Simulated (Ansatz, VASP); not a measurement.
# Two plane-wave programs on Pt

File INCAR:

```
PREC     = Accurate       # precision mode
ENCUT    = 520            # plane-wave cutoff, eV
EDIFF    = 1E-7           # SCF threshold, eV
ISMEAR   = 0              # smearing method
SIGMA    = 0.15           # smearing width, eV
LREAL    = F              # projectors in reciprocal space
LASPH    = T              # aspherical terms in the spheres
NELM     = 60             # most SCF steps
ALGO     = Fast           # electronic algorithm
ISIF     = 2              # what is computed and relaxed
LWAVE    = F              # write WAVECAR
LCHARG   = F              # write CHGCAR
GGA      = CA             # functional
NBANDS   = 11             # bands
```

KPOINTS

```
Automatic mesh
0
Gamma
  20 20 20
```

File POSCAR:

```
Pt
1.0
    0.0000000000      1.9468328700      1.9809024452
    1.8932949661      0.0000000000      1.9809024452
    1.8932949661      1.9468328700      0.0000000000
Pt
1
Direct
    0.0000000000      0.0000000000      0.0000000000
```

Input for Ansatz:

```yaml
crystal:
  lattice:
    - [0.0, 1.94683287, 1.9809024452]
    - [1.8932949661, 0.0, 1.9809024452]
    - [1.8932949661, 1.94683287, 0.0]
  atoms:
    - { symbol: Pt, position: [0.0, 0.0, 0.0] }
basis:
  ecutwfc: 420
kpoints:
  mp_grid: { grid: [20, 20, 20] }
hamiltonian:
  xc: lda
scf:
  occupations: { method: gaussian, width: 0.15 }
output:
  forces: true
  stress: true
  eigenvalues: true
```

Change from the starting cell: normal strain along x -0.0275, normal strain along z +0.0175.

Alike in both runs: task single point; functional LDA; k mesh 20 × 20 × 20; occupations gaussian, width 0.15 eV; no spin polarisation.

|  | VASP | Ansatz |
| --- | --- | --- |
| version | VASP 6.6.1 | Ansatz 0.2.0 |
| potentials or method | VASP PAW LDA potentials, release 64 (Pt), cutoff 520 eV | scalar-relativistic, plane waves, PAW |
| valence electrons in the cell | 10 | 18 |

Ansatz gave:

| Item | Value |
| --- | --- |
| gap on the k mesh at the Fermi level (eV) | none |
| pressure (GPa) | 3.6 |
| traceless stress, the component that is largest in VASP (GPa) | -2.50 |

Q: What did VASP give for the same quantities?

A: gap on the k mesh at the Fermi level (eV): none; pressure (GPa): 4.5; traceless stress, the component that is largest in VASP (GPa): -2.51.

LDA's correlation is that of Perdew and Zunger in VASP and of Perdew and Wang (1992) in Ansatz. A gap of «none» marks a metal or a gap that the smearing closes. VASP's potentials hold 10 valence electrons a cell and Ansatz's 18, so a difference there can come from the potentials and not from the codes.

Spin-orbit coupling is off throughout.
